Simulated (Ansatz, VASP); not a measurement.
## PbSe: VASP beside Ansatz

POSCAR

```
PbSe
1.0
    2.1253051020     -5.9619826758      0.0000000000
    2.1253051020      5.9619826758      0.0000000000
    0.0000000000      0.0000000000      4.4334889037
Pb Se
2 2
Direct
    0.6276045269      0.3723954731      0.7500000000
    0.3723954731      0.6276045269      0.2500000000
    0.8631483043      0.1368516957      0.7500000000
    0.1368516957      0.8631483043      0.2500000000
```

INCAR.step1

```
SYSTEM = PbSe
PREC = Accurate ; ENCUT = 520
ISMEAR = 0 ; SIGMA = 0.01
LREAL = .False. ; LASPH = .True.
NELM = 80 ; NBANDS = 28
GGA = PE ; ALGO = Normal
EDIFF = 1E-4 ; LWAVE = .True.
LCHARG = .False.
```

INCAR.step2

```
SYSTEM = PbSe
PREC = Accurate ; ENCUT = 520
EDIFF = 1E-6 ; ISMEAR = 0
SIGMA = 0.01 ; LREAL = .False.
LASPH = .True. ; NELM = 80
ALGO = Normal ; ISIF = 2
LWAVE = .False. ; LCHARG = .False.
METAGGA = R2SCAN ; LMIXTAU = .True.
NBANDS = 28 ; ISTART = 1
```

Contents of KPOINTS:

```
Automatic mesh
0
Gamma
  6 6 6
  0 0 0
```

Input for Ansatz:

```yaml
crystal:
  lattice:
    - [2.125305102, -5.9619826758, 0.0]
    - [2.125305102, 5.9619826758, 0.0]
    - [0.0, 0.0, 4.4334889037]
  atoms:
    - { symbol: Pb, position: [0.6276045269, 0.3723954731, 0.75] }
    - { symbol: Pb, position: [0.3723954731, 0.6276045269, 0.25] }
    - { symbol: Se, position: [0.8631483043, 0.1368516957, 0.75] }
    - { symbol: Se, position: [0.1368516957, 0.8631483043, 0.25] }
kpoints:
  mp_grid: { grid: [6, 6, 6] }
  band_path:
    path:
      - [0.0, 0.0, 0.0]
      - [-0.5, 0.5, 0.0]
      - [-0.2817688255, 0.7182311745, 0.0]
      - [0.2817688255, 0.2817688255, 0.0]
      - [0.0, 0.0, 0.5]
      - [0.2817688255, 0.2817688255, 0.5]
      - [-0.2817688255, 0.7182311745, 0.5]
      - [-0.5, 0.5, 0.5]
      - [0.0, 0.5, 0.0]
      - [-0.5, 0.5, 0.4]
      - [0.5, -0.5, 0.38151]
      - [0.209635, 0.208333, 0.0]
    npoints: 1
hamiltonian:
  xc: r2scan
scf:
  occupations: { method: fixed }
  n_extra_bands: 5
output:
  forces: true
  stress: true
  eigenvalues: true
```

Change from the starting cell: biaxial_xy strain -0.6%.

Alike in both runs: task single point; functional r2SCAN; k mesh 6 × 6 × 6; no spin polarisation.

|  | VASP | Ansatz |
| --- | --- | --- |
| version | VASP 6.6.1 | Ansatz 0.2.0 |
| potentials or method | VASP PAW PBE potentials, release 64 (Pb_d, Se) | plane waves, PAW |
| plane-wave cutoff (eV) | 520 | 500 |
| occupations | gaussian, width 0.01 eV | fixed |
| valence electrons in the cell | 40 | 60 |

```tsv
	VASP	Ansatz	Ansatz less VASP
gap on the k mesh at the Fermi level (eV)	1.37	1.37	+0.001
pressure (GPa)	1.5	1.5	-0.03
traceless stress, the component that is largest in VASP (GPa)	-0.08	-0.07	+0.008
rms of the force components (eV/Å)	0.003	0.010	+0.0063
```

VASP's potentials were made for PBE, not for r2SCAN. Atom by atom the forces differ by 0.007 eV/Å (rms over components). VASP's potentials hold 40 valence electrons a cell and Ansatz's 60, so a difference there can come from the potentials and not from the codes.

Spin-orbit coupling is off throughout.
